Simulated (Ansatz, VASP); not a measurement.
**Ti3H2: VASP beside Ansatz**

The input INCAR:

```
SYSTEM = Ti3H2
  PREC = Accurate
  ENCUT = 520
  EDIFF = 1E-6
  ISMEAR = 0
  SIGMA = 0.1
  LREAL = .False.
  LASPH = .True.
  NELM = 80
  ALGO = Fast
  ISIF = 2
  LWAVE = .False.
  LCHARG = .False.
  GGA = PE
  NBANDS = 27
```

KPOINTS

```
regular mesh
0
Gamma
  6 6 4
  0 0 0
```

POSCAR

```
Ti3H2
1.0
    3.4325184011      0.0000000000      0.0000000000
   -1.7162592005      2.9726481343      0.0000000000
    0.0000000000      0.0000000000      5.3404410656
Ti H
3 2
Direct
    0.0000000000      0.0000000000      0.0000000000
    0.3333333333      0.6666666667      0.6450000000
    0.6666666667      0.3333333333      0.3550000000
    0.3333333333      0.6666666667      0.2450000000
    0.6666666667      0.3333333333      0.7550000000
```

Input for Ansatz:

```yaml
crystal:
  lattice:
    - [3.4325184011, 0.0, 0.0]
    - [-1.7162592005, 2.9726481343, 0.0]
    - [0.0, 0.0, 5.3404410656]
  atoms:
    - { symbol: Ti, position: [0.0, 0.0, 0.0] }
    - { symbol: Ti, position: [0.3333333333, 0.6666666667, 0.645] }
    - { symbol: Ti, position: [0.6666666667, 0.3333333333, 0.355] }
    - { symbol: H, position: [0.3333333333, 0.6666666667, 0.245] }
    - { symbol: H, position: [0.6666666667, 0.3333333333, 0.755] }
basis:
  ecutwfc: 420
kpoints:
  mp_grid: { grid: [6, 6, 4] }
hamiltonian:
  xc: pbe
scf:
  occupations: { method: gaussian, width: 0.1 }
  lower_state_search: "off"
output:
  forces: true
  stress: true
  eigenvalues: true
```

Alike in both runs: task single point; functional PBE; k mesh 6 × 6 × 4; occupations gaussian, width 0.1 eV; no spin polarisation.

|  | VASP | Ansatz |
| --- | --- | --- |
| version | VASP 6.6.1 | Ansatz 0.2.0 |
| potentials or method | VASP PAW PBE potentials, release 64 (Ti_sv, H), cutoff 520 eV | scalar-relativistic, plane waves, PAW |
| valence electrons in the cell | 38 | 38 |

|  | VASP | Ansatz | Ansatz less VASP |
| --- | --- | --- | --- |
| gap on the k mesh at the Fermi level (eV) | none | none | - |
| pressure (GPa) | 3.0 | 3.1 | +0.15 |
| traceless stress, the component that is largest in VASP (GPa) | 14.08 | 14.18 | +0.101 |
| rms of the force components (eV/Å) | 0.526 | 0.521 | -0.0046 |

Atom by atom the forces differ by 0.005 eV/Å (rms over components). A gap of «none» marks a metal or a gap that the smearing closes.
